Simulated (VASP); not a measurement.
# YTi2F (P4/mmm) in VASP: further runs

YTi2F is run at these levels: PBE; tasks: single point.

Program: VASP 6.6.1. These are calculated values, not measurements. Logs are shortened: lines on timing, memory, paths and dates and some standing lists are left out, and cuts for length are marked.

## Step 1: The cell of the first run

The structure is tetragonal, space group P4/mmm (No. 123). The conventional cell has a = 3.397 Å, b = 3.397 Å, c = 4.800 Å, α = 90.00°, β = 90.00°, γ = 90.00°. Within 3.2 Å of Y (site symmetry 4/mmm) lie 6 Ti at 2.40 Å. Within 3.2 Å of Ti (site symmetry 4/mmm) lie 2 Y at 2.40 Å and 4 F at 2.40 Å. Within 3.2 Å of Ti (site symmetry 4/mmm) lie 2 F at 2.40 Å and 4 Y at 2.40 Å. Within 3.2 Å of F (site symmetry 4/mmm) lie 6 Ti at 2.40 Å.

The cell was generated, and may not be a known phase.

## Step 2: Single point, PBE, collinear spin

INCAR

```
PREC     = Accurate       # precision mode
ENCUT    = 600            # plane-wave cutoff, eV
EDIFF    = 1E-6           # SCF threshold, eV
ISMEAR   = 0              # smearing method
SIGMA    = 0.1            # smearing width, eV
LREAL    = F              # projectors in reciprocal space
LASPH    = T              # aspherical terms in the spheres
NELM     = 200            # most SCF steps
ALGO     = Normal         # electronic algorithm
ISIF     = 2              # what is computed and relaxed
LWAVE    = F              # write WAVECAR
LCHARG   = F              # write CHGCAR
ISPIN    = 2              # spin polarisation
MAGMOM   = 0 1 1 0        # initial moments
LORBIT   = 11             # projections on sites
LMAXMIX  = 4              # l up to which the mixer works
GGA      = PE             # functional
NBANDS   = 33             # bands
GGA_COMPAT= F
```

KPOINTS

```
Automatic mesh
0
Gamma
  6 6 4
```

POSCAR

```
YTi2F
1.0
    3.3974048400      0.0000000000      0.0000000000
    0.0000000000      3.3974048400      0.0000000000
    0.0000000000      0.0000000000      4.8002314800
Y Ti F
1 2 1
Direct
    0.0000000000      0.0000000000      0.0000000000
    0.0000000000      0.0000000000      0.5000000000
    0.5000000000      0.5000000000      0.0000000000
    0.5000000000      0.5000000000      0.5000000000
```

Potentials or basis: VASP PAW PBE potentials, release 64 (Y_sv, Ti_sv, F).

Run with:

```
cat potpaw_PBE.64/Y_sv/POTCAR potpaw_PBE.64/Ti_sv/POTCAR potpaw_PBE.64/F/POTCAR > POTCAR
mpirun -np 1 vasp_std > vasp.out
```

OUTCAR:

```text
PREC = Accurate
   ENCUT = 600
   EDIFF = 1E-6
   ISMEAR = 0
   LREAL = F
   LASPH = T
   NELM = 200
   ISIF = 2
   ISPIN = 2
   LORBIT = 11
   GGA = PE

 ion  position               nearest neighbor table
   1  0.000  0.000  0.000-   2 2.40   2 2.40   3 2.40   3 2.40   3 2.40   3 2.40
   2  0.000  0.000  0.500-   1 2.40   1 2.40   4 2.40   4 2.40   4 2.40   4 2.40
   3  0.500  0.500  0.000-   4 2.40   4 2.40   1 2.40   1 2.40   1 2.40   1 2.40
   4  0.500  0.500  0.500-   3 2.40   3 2.40   2 2.40   2 2.40   2 2.40   2 2.40

  LATTYP: Found a simple tetragonal cell.
 ALAT       =     3.3974048400
 C/A-ratio  =     1.4129112384

  Lattice vectors:

 A1 = (   3.3974048400,   0.0000000000,   0.0000000000)
 A2 = (   0.0000000000,   3.3974048400,   0.0000000000)
 A3 = (   0.0000000000,   0.0000000000,   4.8002314800)

Analysis of symmetry for initial positions (statically):
=====================================================================
 Subroutine PRICEL returns:
 Original cell was already a primitive cell.

 Routine SETGRP: Setting up the symmetry group for a
 simple tetragonal supercell.

 Subroutine GETGRP returns: Found 16 space group operations
 (whereof 16 operations were pure point group operations)
 out of a pool of 16 trial point group operations.

The static configuration has the point symmetry D_4h.

Analysis of symmetry for dynamics (positions and initial velocities):
=====================================================================
 Subroutine PRICEL returns:
 Original cell was already a primitive cell.

 Routine SETGRP: Setting up the symmetry group for a
 simple tetragonal supercell.

 Subroutine GETGRP returns: Found 16 space group operations
 (whereof 16 operations were pure point group operations)
 out of a pool of 16 trial point group operations.

The dynamic configuration has the point symmetry D_4h.

Analysis of structural, dynamic, and magnetic symmetry:
=====================================================================
 Subroutine PRICEL returns:
 Original cell was already a primitive cell.

 Routine SETGRP: Setting up the symmetry group for a
 simple tetragonal supercell.

 Subroutine GETGRP returns: Found 16 space group operations
[... 128 lines left out ...]
  volume/ion in A,a.u.               =      13.85        93.47
  Fermi-wavevector in a.u.,A,eV,Ry     =   1.492699  2.820793 30.315838  2.228151
  Thomas-Fermi vector in A             =   2.605194
   LORBIT       =     11    0 simple, 1 ext, 2 COOP (PROOUT), +10 PAW based schemes
   GGA     = PE    functional components
   LHFCALC =     F    Hartree Fock is set to
   AEXX    =    0.0000 exact exchange contribution
   IVDW    =     0    specifies the selected vdW correction
   LEPSILON=     F    determine dielectric tensor
   LRPA    =     F    only Hartree local field effects (RPA)
 spin polarized calculation
 Gauss-broadening in eV      SIGMA  =   0.10
  energy-cutoff  :      600.00
  volume of cell :       55.41
 maximum number of plane-waves:      1875
 NGX is ok and might be reduce to    28
   NGX = 13   NGY = 13   NGZ = 19

 number of electron      42.0000000 magnetization       0.1286720

 number of electron      41.9999999 magnetization      -0.0046923

 Free energy of the ion-electron system (eV)
  ---------------------------------------------------
  ext. energy  EPLUGINS =         0.00000000
  ---------------------------------------------------
  free energy    TOTEN  =       -20.57058353 eV

  energy without entropy =      -20.55038408  energy(sigma->0) =      -20.56048381

 E-fermi :   8.3074     XC(G=0): -11.9432

 val. band max:        8.3061069788   @ k =   0.5000   0.3333   0.5000
 cond. band min:       8.3310083656   @ k =   0.5000   0.5000   0.0000
 fundamental gap:      0.0249013868
 Fermi energy:         8.3073681399

 spin component 1

 k-point     1 :       0.0000    0.0000    0.0000
  band No.  band energies     occupation
      1     -48.8897      1.00000
      2     -48.3512      1.00000
      3     -32.5205      1.00000
      4     -25.2555      1.00000
      5     -25.2546      1.00000
      6     -25.2546      1.00000
[... 853 lines left out ...]
     32      13.8715      0.00000
     33      14.1384      0.00000

 [... further k-points ...]

 spin component 2

 k-point     1 :       0.0000    0.0000    0.0000
  band No.  band energies     occupation
      1     -48.9021      1.00000
      2     -48.3432      1.00000
      3     -32.5204      1.00000
      4     -25.2678      1.00000
      5     -25.2665      1.00000
      6     -25.2665      1.00000
[... 853 lines left out ...]
     32      13.8741      0.00000
     33      14.1328      0.00000

 [... further k-points ...]
[... 5 lines left out ...]
  --------------------------------------------------------------------------------------
  -------------------------------------------------------------------------------------
  Total       13.0284928     13.0284928     11.2484744      0.0000000      0.0000000      0.0000000
  in kB      376.7454158    376.7454158    325.2725573      0.0000000      0.0000000      0.0000000
  external PRESSURE =     359.5877963 kB  Pullay stress =       0.0000000 kB

 VOLUME and BASIS-vectors are now :
 -----------------------------------------------------------------------------
  energy-cutoff  :      600.00
  volume of cell :       55.41
      direct lattice vectors                 reciprocal lattice vectors
     3.397404840  0.000000000  0.000000000     0.294342313  0.000000000  0.000000000
     0.000000000  3.397404840  0.000000000     0.000000000  0.294342313  0.000000000
     0.000000000  0.000000000  4.800231480     0.000000000  0.000000000  0.208323287

 POSITION                                       TOTAL-FORCE (eV/Angst)
 -----------------------------------------------------------------------------------
      0.00000      0.00000      0.00000         0.000000      0.000000      0.000000
      0.00000      0.00000      2.40012         0.000000      0.000000      0.000000
      1.69870      1.69870      0.00000         0.000000      0.000000      0.000000
      1.69870      1.69870      2.40012         0.000000      0.000000      0.000000
 -----------------------------------------------------------------------------------
    total drift:                                0.000000      0.000000      0.000000

  FREE ENERGIE OF THE ION-ELECTRON SYSTEM (eV)
  ---------------------------------------------------
  free  energy   TOTEN  =       -20.5705835306 eV

  energy  without entropy=      -20.5503840834  energy(sigma->0) =      -20.56048381

 total charge

# of ion       s       p       d       f       tot
--------------------------------------------------
    1        2.376   6.469   2.527   0.102  11.475
    2        2.184   6.042   2.126   0.000  10.352
    3        2.244   6.077   2.336   0.000  10.656
    4        1.756   4.307   0.000   0.000   6.063
--------------------------------------------------
tot          8.560  22.895   6.989   0.102  38.546

 magnetization (x)

# of ion       s       p       d       f       tot
--------------------------------------------------
    1        0.001   0.000  -0.000   0.000   0.001
    2       -0.000  -0.000  -0.012   0.000  -0.013
    3        0.000   0.000   0.008   0.000   0.009
    4       -0.000  -0.000   0.000   0.000  -0.000
--------------------------------------------------
tot          0.001   0.000  -0.004   0.000  -0.003
```

OSZICAR:

```text
N       E                     dE             d eps       ncg     rms          rms(c)
DAV:   1     0.547739067241E+03    0.54774E+03   -0.23145E+04  3968   0.170E+03
DAV:   2     0.377032092454E+02   -0.51004E+03   -0.48532E+03  4095   0.493E+02
DAV:   3    -0.204608058529E+02   -0.58164E+02   -0.55007E+02  6050   0.147E+02
DAV:   4    -0.248817483829E+02   -0.44209E+01   -0.42978E+01  5454   0.351E+01
DAV:   5    -0.250706684223E+02   -0.18892E+00   -0.18869E+00  5136   0.617E+00    0.505E+01
DAV:   6    -0.287872845836E+02   -0.37166E+01   -0.46023E+01  4909   0.378E+01    0.316E+01
DAV:   7    -0.279473033904E+02    0.83998E+00   -0.21021E+02  5169   0.512E+01    0.273E+01
DAV:   8    -0.235721192858E+02    0.43752E+01   -0.40115E+01  4946   0.270E+01    0.265E+01
DAV:   9    -0.212081897880E+02    0.23639E+01   -0.21732E+00  4831   0.130E+01    0.107E+01
DAV:  10    -0.206613308135E+02    0.54686E+00   -0.87453E-01  5638   0.743E+00    0.350E+00
DAV:  11    -0.205708110664E+02    0.90520E-01   -0.28003E-01  5190   0.425E+00    0.152E+00
DAV:  12    -0.205720428880E+02   -0.12318E-02   -0.54186E-02  5662   0.121E+00    0.915E-01
DAV:  13    -0.205704641335E+02    0.15788E-02   -0.13344E-02  4590   0.955E-01    0.319E-01
DAV:  14    -0.205705501524E+02   -0.86019E-04   -0.18073E-03  4514   0.269E-01    0.108E-01
DAV:  15    -0.205705748743E+02   -0.24722E-04   -0.19255E-04  5081   0.815E-02    0.617E-02
DAV:  16    -0.205705810966E+02   -0.62223E-05   -0.39648E-05  5058   0.335E-02    0.335E-02
DAV:  17    -0.205705834704E+02   -0.23738E-05   -0.13807E-05  4337   0.231E-02    0.146E-02
DAV:  18    -0.205705835306E+02   -0.60211E-07   -0.27411E-06  3479   0.832E-03
   1 F= -.20570584E+02 E0= -.20560484E+02  d E =-.201994E-01  mag=    -0.0038
```

stdout:

```text
POSCAR found type information on POSCAR Y TiF
 POSCAR found :  3 types and       4 ions
 scaLAPACK will be used
 LDA part: xc-table for (Slater+PW92), standard interpolation
 POSCAR, INCAR and KPOINTS ok, starting setup
 FFT: planning ... GRIDC
 FFT: planning ... GRID_SOFT
 FFT: planning ... GRID
 WAVECAR not read
 entering main loop
```

Wall time 3.5 min (1 thread of Oxide Virtual Turin-like, shared host); peak memory 0.25 GiB.

What came out:

```
Free energy                                           : -20.5706 eV
Pressure                                              : 36.0 GPa
Band gap on the k mesh                                : zero (filled and empty bands overlap)
Net moment                                            : 0.00 μB per cell
Valence electrons inside the program's atomic spheres : Y 11.47; Ti 10.35, 10.66; F 6.06
```

Levels at points of the mesh, in eV from the Fermi level:
Spin up:
```tsv
k point	band 18	band 19	band 20	band 21	band 22	band 23	band 24	band 25
(0.00, 0.00, 0.00)	-3.69	-1.83	-1.80	-1.37	-1.37	-0.44	0.47	1.32
(0.50, 0.00, 0.00)	-1.47	-0.48	-0.31	-0.25	-0.24	1.01	1.16	1.42
(0.50, 0.50, 0.00)	-3.53	-1.18	-0.76	0.02	0.73	1.85	2.00	2.00
(0.00, 0.00, 0.50)	-2.54	-1.75	-0.94	-0.80	0.19	0.19	0.79	0.79
(0.50, 0.00, 0.50)	-0.63	-0.49	-0.17	0.82	0.91	1.14	1.17	2.03
(0.50, 0.50, 0.50)	-1.78	-0.54	-0.49	-0.49	-0.09	0.86	1.87	1.87
```
Spin down:
| k point | band 19 | band 20 | band 21 | band 22 | band 23 | band 24 |
| --- | --- | --- | --- | --- | --- | --- |
| (0.00, 0.00, 0.00) | -1.83 | -1.79 | -1.38 | -1.38 | -0.46 | 0.46 |
| (0.50, 0.00, 0.00) | -0.48 | -0.31 | -0.24 | -0.24 | 1.02 | 1.17 |
| (0.50, 0.50, 0.00) | -1.20 | -0.75 | 0.03 | 0.73 | 1.83 | 2.00 |
| (0.00, 0.00, 0.50) | -1.74 | -0.95 | -0.81 | 0.20 | 0.20 | 0.78 |
| (0.50, 0.00, 0.50) | -0.49 | -0.17 | 0.82 | 0.90 | 1.15 | 1.16 |
| (0.50, 0.50, 0.50) | -0.54 | -0.50 | -0.50 | -0.09 | 0.85 | 1.85 |

Caveat: the stress differs along the axes, from 33 to 38 GPa.

(Part 1 of 2 ends here.)

The gap in the log of VASP goes by the Fermi energy; the results here count the filled bands.